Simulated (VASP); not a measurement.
# CaLa (Pm-3m) in VASP: notebook, part 2 of 2

VASP 6.6.1.

## 3. Single point, LDA

This run uses another cell than the first one, of 36.07 Å³/atom, 0.870 times its volume.

File INCAR:

```
SYSTEM = CaLa
PREC     = Accurate       ! precision mode
ENCUT    = 520            ! plane-wave cutoff, eV
EDIFF    = 1E-6           ! SCF threshold, eV
ISMEAR   = 0              ! smearing method
SIGMA    = 0.1            ! smearing width, eV
LREAL    = .False.        ! projectors in reciprocal space
LASPH    = .True.         ! aspherical terms in the spheres
NELM     = 60             ! most SCF steps
ALGO     = Normal         ! electronic algorithm
ISIF     = 2              ! what is computed and relaxed
LWAVE    = .False.        ! write WAVECAR
LCHARG   = .False.        ! write CHGCAR
GGA      = CA             ! functional
NBANDS   = 18             ! bands
```

File KPOINTS:

```
regular mesh
0
Gamma
  5 5 5
  0 0 0
```

File POSCAR:

```
CaLa
1.0
    4.1628277396      0.0000000000      0.0000000000
    0.0000000000      4.1628277396      0.0000000000
    0.0000000000      0.0000000000      4.1628277396
La Ca
1 1
Direct
    0.0000000000      0.0000000000      0.0000000000
    0.5000000000      0.5000000000      0.5000000000
```

Potentials or basis: VASP PAW LDA potentials, release 64 (La, Ca_sv).

Started as:

```
> cat potpaw_LDA.64/La/POTCAR potpaw_LDA.64/Ca_sv/POTCAR > POTCAR
> mpirun -np 1 vasp_std > vasp.out
```

OUTCAR:

```text
SYSTEM = CaLa
   PREC = Accurate
   ENCUT = 520
   EDIFF = 1E-6
   ISMEAR = 0
   LREAL = .False.
   LASPH = .True.
   NELM = 60
   ISIF = 2
   GGA = CA

 ion  position               nearest neighbor table
   1  0.000  0.000  0.000-
   2  0.500  0.500  0.500-

  LATTYP: Found a simple cubic cell.
 ALAT       =     4.1628277396

  Lattice vectors:

 A1 = (   4.1628277396,   0.0000000000,   0.0000000000)
 A2 = (   0.0000000000,   4.1628277396,   0.0000000000)
 A3 = (   0.0000000000,   0.0000000000,   4.1628277396)

Analysis of symmetry for initial positions (statically):
=====================================================================
 Subroutine PRICEL returns:
 Original cell was already a primitive cell.

 Routine SETGRP: Setting up the symmetry group for a
 simple cubic supercell.

 Subroutine GETGRP returns: Found 48 space group operations
 (whereof 48 operations were pure point group operations)
 out of a pool of 48 trial point group operations.

The static configuration has the point symmetry O_h .

Analysis of symmetry for dynamics (positions and initial velocities):
=====================================================================
 Subroutine PRICEL returns:
 Original cell was already a primitive cell.

 Routine SETGRP: Setting up the symmetry group for a
 simple cubic supercell.

 Subroutine GETGRP returns: Found 48 space group operations
 (whereof 48 operations were pure point group operations)
 out of a pool of 48 trial point group operations.

The dynamic configuration has the point symmetry O_h .

 Subroutine INISYM returns: Found 48 space group operations
 (whereof 48 operations are pure point group operations),
 and found     1 'primitive' translations

----------------------------------------------------------------------------------------

                                     Primitive cell

  volume of cell :      72.1382

  direct lattice vectors                    reciprocal lattice vectors
     4.162827740  0.000000000  0.000000000     0.240221326  0.000000000  0.000000000
     0.000000000  4.162827740  0.000000000     0.000000000  0.240221326  0.000000000
     0.000000000  0.000000000  4.162827740     0.000000000  0.000000000  0.240221326

  length of vectors
     4.162827740  4.162827740  4.162827740     0.240221326  0.240221326  0.240221326

  position of ions in fractional coordinates (direct lattice)
     0.000000000  0.000000000  0.000000000
     0.500000000  0.500000000  0.500000000

  ion indices of the primitive-cell ions
   primitive index   ion index
                 1           1
                 2           2

----------------------------------------------------------------------------------------

 KPOINTS: regular mesh

Automatic generation of k-mesh.
 Grid dimensions read from file:
 generate k-points for:    5    5    5

 Generating k-lattice:

  Cartesian coordinates                     Fractional coordinates (reciprocal lattice)
     0.048044265  0.000000000  0.000000000     0.200000000  0.000000000  0.000000000
     0.000000000  0.048044265  0.000000000     0.000000000  0.200000000  0.000000000
     0.000000000  0.000000000  0.048044265     0.000000000  0.000000000  0.200000000

  Length of vectors
     0.048044265  0.048044265  0.048044265

  Shift w.r.t. Gamma in fractional coordinates (k-lattice)
     0.000000000  0.000000000  0.000000000

 Subroutine IBZKPT returns following result:
 ===========================================

 Found     10 irreducible k-points:

 Following reciprocal coordinates:
            Coordinates               Weight
  0.000000  0.000000  0.000000      1.000000
  0.200000  0.000000  0.000000      6.000000
  0.400000  0.000000  0.000000      6.000000
  0.200000  0.200000  0.000000     12.000000
  0.400000  0.200000  0.000000     24.000000
  0.400000  0.400000  0.000000     12.000000
  0.200000  0.200000  0.200000      8.000000
  0.400000  0.200000  0.200000     24.000000
  0.400000  0.400000  0.200000     24.000000
  0.400000  0.400000  0.400000      8.000000
   k-points           NKPTS =     10   k-points in BZ     NKDIM =     10   number of bands    NBANDS=     18
   number of dos      NEDOS =    301   number of ions     NIONS =      2
   total plane-waves  NPLWV =  32768
   dimension x,y,z NGX =    32 NGY =   32 NGZ =   32
   dimension x,y,z NGXF=    64 NGYF=   64 NGZF=   64
   ions per type =               1   1
   NGX,Y,Z   is equivalent  to a cutoff of  12.78, 12.78, 12.78 a.u.
   NGXF,Y,Z  is equivalent  to a cutoff of  25.56, 25.56, 25.56 a.u.
 SYSTEM =  CaLa
   PREC   = accura    normal or accurate (medium, high low for compatibility)
   ISTART =      0    job   : 0-new  1-cont  2-samecut
   ICHARG =      2    charge: 1-file 2-atom 10-const
   ISPIN  =      1    spin polarized calculation?
   LNONCOLLINEAR =      F non collinear calculations
   LSORBIT =      F    spin-orbit coupling
   LASPH  =      T    aspherical Exc in radial PAW
   ENCUT  =  520.0 eV  38.22 Ry    6.18 a.u.   7.74  7.74  7.74*2*pi/ulx,y,z
   NELM   =     60;   NELMIN=  2; NELMDL= -5     # of ELM steps
   EDIFF  = 0.1E-05   stopping-criterion for ELM
   LREAL  =      F    real-space projection
   EDIFFG = 0.1E-04   stopping-criterion for IOM
   NSW    =      0    number of steps for IOM
   IBRION =     -1    ionic relax: 0-MD 1-quasi-New 2-CG
   NFREE  =      0    steps in history (QN), initial steepest desc. (CG)
   ISIF   =      2    stress and relaxation
   ISYM   =      2    0-nonsym 1-usesym 2-fastsym
   POTIM  = 0.5000    time-step for ionic-motion
   TEBEG  =    0.0;   TEEND  =   0.0 temperature during run
   PSTRESS=    0.0 pullay stress
   NELECT =      21.0000    total number of electrons
   NUPDOWN=      -1.0000    fix difference up-down
   EMIN   =  10.00;   EMAX   =-10.00  energy-range for DOS
   EFERMI =   0.00;   METHOD = LEGACY
   ISMEAR =     0;   SIGMA  =   0.10  broadening in eV -4-tet -1-fermi 0-gaus
   EFERMI_NEDOS =   21; number of points for ismear=-14 and -15
   IALGO  =     38    algorithm
   IMIX   =      4    mixing-type and parameters
     AMIX     =   0.40;   BMIX     =  1.00
     AMIX_MAG =   1.60;   BMIX_MAG =  1.00
  volume/ion in A,a.u.               =      36.07       243.41
  Fermi-wavevector in a.u.,A,eV,Ry     =   1.084991  2.050336 16.016854  1.177206
  Thomas-Fermi vector in A             =   2.221094
   LORBIT       =      0    0 simple, 1 ext, 2 COOP (PROOUT), +10 PAW based schemes
   GGA     = CA    functional components
   LHFCALC =     F    Hartree Fock is set to
   AEXX    =    0.0000 exact exchange contribution
   IVDW    =     0    specifies the selected vdW correction
   LEPSILON=     F    determine dielectric tensor
   LRPA    =     F    only Hartree local field effects (RPA)
 non-spin polarized calculation
 Gauss-broadening in eV      SIGMA  =   0.10
  energy-cutoff  :      520.00
  volume of cell :       72.14
 maximum number of plane-waves:      1951
 NGX is ok and might be reduce to    32
   NGX = 15   NGY = 15   NGZ = 15

 number of electron      21.0000007 magnetization

 Free energy of the ion-electron system (eV)
  ---------------------------------------------------
  ext. energy  EPLUGINS =         0.00000000
  ---------------------------------------------------
  free energy    TOTEN  =        -7.49998834 eV

  energy without entropy =       -7.48380780  energy(sigma->0) =       -7.49189807

 E-fermi :   5.0698     XC(G=0):  -9.2203

 val. band max:        5.0183237547   @ k =   0.4000   0.2000   0.2000
 cond. band min:       5.1620603100   @ k =   0.4000   0.4000   0.2000
 fundamental gap:      0.1437365554
 Fermi energy:         5.0697812391

 k-point     1 :       0.0000    0.0000    0.0000
  band No.  band energies     occupation
      1     -35.5181      2.00000
      2     -27.8069      2.00000
      3     -16.8391      2.00000
      4     -16.8391      2.00000
      5     -16.8391      2.00000
      6     -11.3772      2.00000
[... 10 lines left out ...]
     17       6.5417      0.00000
     18       6.6152      0.00000
[... 169 lines left out ...]
 k-point    10 :       0.4000    0.4000    0.4000
  band No.  band energies     occupation
      1     -35.5114      2.00000
      2     -27.7576      2.00000
      3     -16.8716      2.00000
      4     -16.8696      2.00000
      5     -16.8696      2.00000
      6     -11.6067      2.00000
[... 10 lines left out ...]
     17       6.6789      0.00000
     18       6.6830      0.00000

------------------------ aborting loop because EDIFF is reached ----------------------------------------

  FORCE on cell =-STRESS in cart. coord.  units (eV):
  Direction    XX          YY          ZZ          XY          YZ          ZX
  --------------------------------------------------------------------------------------
  -------------------------------------------------------------------------------------
  Total       -0.1270458     -0.1270458     -0.1270458     -0.0000000      0.0000000     -0.0000000
  in kB       -2.8216661     -2.8216661     -2.8216661     -0.0000000      0.0000000     -0.0000000
  external PRESSURE =      -2.8216661 kB  Pullay stress =       0.0000000 kB

 VOLUME and BASIS-vectors are now :
 -----------------------------------------------------------------------------
  energy-cutoff  :      520.00
  volume of cell :       72.14
      direct lattice vectors                 reciprocal lattice vectors
     4.162827740  0.000000000  0.000000000     0.240221326  0.000000000  0.000000000
     0.000000000  4.162827740  0.000000000     0.000000000  0.240221326  0.000000000
     0.000000000  0.000000000  4.162827740     0.000000000  0.000000000  0.240221326

 POSITION                                       TOTAL-FORCE (eV/Angst)
 -----------------------------------------------------------------------------------
      0.00000      0.00000      0.00000         0.000000      0.000000      0.000000
      2.08141      2.08141      2.08141         0.000000      0.000000      0.000000
 -----------------------------------------------------------------------------------
    total drift:                                0.000000      0.000000     -0.000000

  FREE ENERGIE OF THE ION-ELECTRON SYSTEM (eV)
  ---------------------------------------------------
  free  energy   TOTEN  =        -7.4999883413 eV

  energy  without entropy=       -7.4838077960  energy(sigma->0) =       -7.49189807
```

It took 8 s on 1 thread of Intel Xeon Platinum 8488C (Sapphire Rapids), shared host; peak memory 0.16 GiB.

Results:

| Quantity | Value |
| --- | --- |
| Free energy | -7.5000 eV |
| Pressure | -0.3 GPa |

Levels at points of the mesh, in eV from the Fermi level:
| k point | band 7 | band 8 | band 9 | band 10 | band 11 | band 12 | band 13 | band 14 | band 15 | band 16 |
| --- | --- | --- | --- | --- | --- | --- | --- | --- | --- | --- |
| (0.00, 0.00, 0.00) | -16.45 | -16.45 | -3.69 | -1.05 | -1.05 | 1.43 | 1.43 | 1.43 | 1.47 | 1.47 |

Caveat: spin-orbit coupling is left out, which moves the levels of the heavy elements.

## 4. Relaxation of cell and atoms, LDA

This run uses another cell than the first one, of 35.71 Å³/atom, 0.862 times its volume.

File INCAR:

```
PREC = Accurate ; ENCUT = 600
EDIFF = 1E-6 ; ISMEAR = 0
SIGMA = 0.1 ; LREAL = F
LASPH = T ; NELM = 80
ALGO = Normal ; ISIF = 3
LWAVE = F ; LCHARG = F
IBRION = 2 ; NSW = 60
EDIFFG = -0.02
```

File KPOINTS:

```
regular mesh
0
Gamma
  5 5 5
```

File POSCAR:

```
CaLa
1.0
    4.1490434409      0.0000000000      0.0000000000
    0.0000000000      4.1490434409      0.0000000000
    0.0000000000      0.0000000000      4.1490434409
La Ca
1 1
Direct
    0.0000000000      0.0000000000      0.0000000000
    0.5000000000      0.5000000000      0.5000000000
```

Potentials or basis: VASP PAW LDA potentials, release 64 (La, Ca_sv).

Started as:

```
> cat potpaw_LDA.64/La/POTCAR potpaw_LDA.64/Ca_sv/POTCAR > POTCAR
> mpirun -np 1 vasp_std > vasp.out
```

OUTCAR:

```text
PREC = Accurate
   ENCUT = 600
   EDIFF = 1E-6
   ISMEAR = 0
   LREAL = F
   LASPH = T
   NELM = 80
   ISIF = 3
   IBRION = 2
   NSW = 60
   EDIFFG = -0.02

 ion  position               nearest neighbor table
   1  0.000  0.000  0.000-
   2  0.500  0.500  0.500-

  LATTYP: Found a simple cubic cell.
 ALAT       =     4.1490434409

  Lattice vectors:

 A1 = (   4.1490434409,   0.0000000000,   0.0000000000)
[... 341 lines left out ...]
------------------------ aborting loop because EDIFF is reached ----------------------------------------

  FORCE on cell =-STRESS in cart. coord.  units (eV):
  Direction    XX          YY          ZZ          XY          YZ          ZX
  --------------------------------------------------------------------------------------
  -------------------------------------------------------------------------------------
  Total       -0.0041890     -0.0041890     -0.0041890      0.0000000     -0.0000000      0.0000000
  in kB       -0.0939683     -0.0939683     -0.0939683      0.0000000     -0.0000000      0.0000000
  external PRESSURE =      -0.0939683 kB  Pullay stress =       0.0000000 kB

 VOLUME and BASIS-vectors are now :
 -----------------------------------------------------------------------------
  energy-cutoff  :      600.00
  volume of cell :       71.42
      direct lattice vectors                 reciprocal lattice vectors
     4.149043441  0.000000000  0.000000000     0.241019409  0.000000000  0.000000000
     0.000000000  4.149043441  0.000000000     0.000000000  0.241019409  0.000000000
     0.000000000  0.000000000  4.149043441     0.000000000  0.000000000  0.241019409

 POSITION                                       TOTAL-FORCE (eV/Angst)
 -----------------------------------------------------------------------------------
      0.00000      0.00000      0.00000         0.000000      0.000000      0.000000
      2.07452      2.07452      2.07452         0.000000      0.000000      0.000000
 -----------------------------------------------------------------------------------
    total drift:                                0.000000      0.000000      0.000000

  FREE ENERGIE OF THE ION-ELECTRON SYSTEM (eV)
  ---------------------------------------------------
  free  energy   TOTEN  =        -7.5007552566 eV

  energy  without entropy=       -7.4852108563  energy(sigma->0) =       -7.49298306

 reached required accuracy - stopping structural energy minimisation
```

OSZICAR:

```text
N       E                     dE             d eps       ncg     rms          rms(c)
DAV:   1     0.254828190236E+03    0.25483E+03   -0.90934E+03   280   0.203E+03
DAV:   2     0.166241138923E+02   -0.23820E+03   -0.23551E+03   384   0.381E+02
DAV:   3    -0.292841659089E+01   -0.19553E+02   -0.19065E+02   440   0.130E+02
DAV:   4    -0.702014413892E+01   -0.40917E+01   -0.38615E+01   542   0.350E+01
DAV:   5    -0.749341435882E+01   -0.47327E+00   -0.47261E+00   404   0.124E+01    0.338E+00
DAV:   6    -0.751263893683E+01   -0.19225E-01   -0.55624E-01   560   0.470E+00    0.154E+00
DAV:   7    -0.750167292620E+01    0.10966E-01   -0.35352E-02   388   0.159E+00    0.436E-01
DAV:   8    -0.750073014222E+01    0.94278E-03   -0.47541E-03   560   0.852E-01    0.852E-02
DAV:   9    -0.750074851376E+01   -0.18372E-04   -0.47073E-04   456   0.181E-01    0.518E-02
DAV:  10    -0.750075609929E+01   -0.75855E-05   -0.61175E-05   548   0.747E-02    0.170E-02
DAV:  11    -0.750075523923E+01    0.86007E-06   -0.10885E-05   400   0.340E-02    0.142E-03
DAV:  12    -0.750075525655E+01   -0.17325E-07   -0.55830E-07   296   0.108E-02
   1 F= -.75007553E+01 E0= -.74929831E+01  d E =-.750076E+01
```

CONTCAR:

```text
CaLa
   1.00000000000000
     4.1490434408999999    0.0000000000000000    0.0000000000000000
     0.0000000000000000    4.1490434408999999    0.0000000000000000
     0.0000000000000000    0.0000000000000000    4.1490434408999999
  La              Ca
     1     1
Direct
     0.0000000000000000    0.0000000000000000    0.0000000000000000
     0.5000000000000000    0.5000000000000000    0.5000000000000000

  0.00000000E+00  0.00000000E+00  0.00000000E+00
  0.00000000E+00  0.00000000E+00  0.00000000E+00
```

It took 11 s on 1 thread of Intel Xeon Platinum 8488C (Sapphire Rapids), shared host; peak memory 0.18 GiB.

Results:

* Free energy: -7.5008 eV
* Pressure after relaxing: 0.0 GPa

Final structure:
```
La Ca
1.0
     4.14904    0.00000    0.00000
     0.00000    4.14904    0.00000
     0.00000    0.00000    4.14904
La Ca
1 1
Direct
  0.00000 0.00000 0.00000
  0.50000 0.50000 0.50000
```

Levels at points of the mesh, in eV from the Fermi level:
| k point | band 9 | band 10 | band 11 | band 12 | band 13 | band 14 |
| --- | --- | --- | --- | --- | --- | --- |
| (0.00, 0.00, 0.00) | -3.69 | -1.07 | -1.07 | 1.45 | 1.46 | 1.49 |

Caveat: the relaxation stopped at its first step, so nothing moved; spin-orbit coupling is left out, which moves the levels of the heavy elements.

## 5. The runs side by side

| task | cell | cutoff (eV) | gap on the mesh (eV) | pressure (GPa) |
| --- | --- | --- | --- | --- |
| relaxation of cell and atoms | relaxed from a = 4.360 Å, 2 atoms | 600 | none | -0.1 |
| single point | a = 4.163 Å, 2 atoms | 520 | none | -0.3 |
| relaxation of cell and atoms | relaxed from a = 4.149 Å, 2 atoms | 600 | none | 0.0 |

Alike in all rows: level LDA; potentials or basis VASP PAW LDA potentials, release 64 (La, Ca_sv); no spin polarisation; k mesh 5 × 5 × 5; smearing gaussian 0.1 eV.

Caveats: spin-orbit coupling is left out, which moves the levels of the heavy elements; the relaxation stopped at its first step, so nothing moved (some runs).

Absolute energies hang on the potentials; compare differences alone.
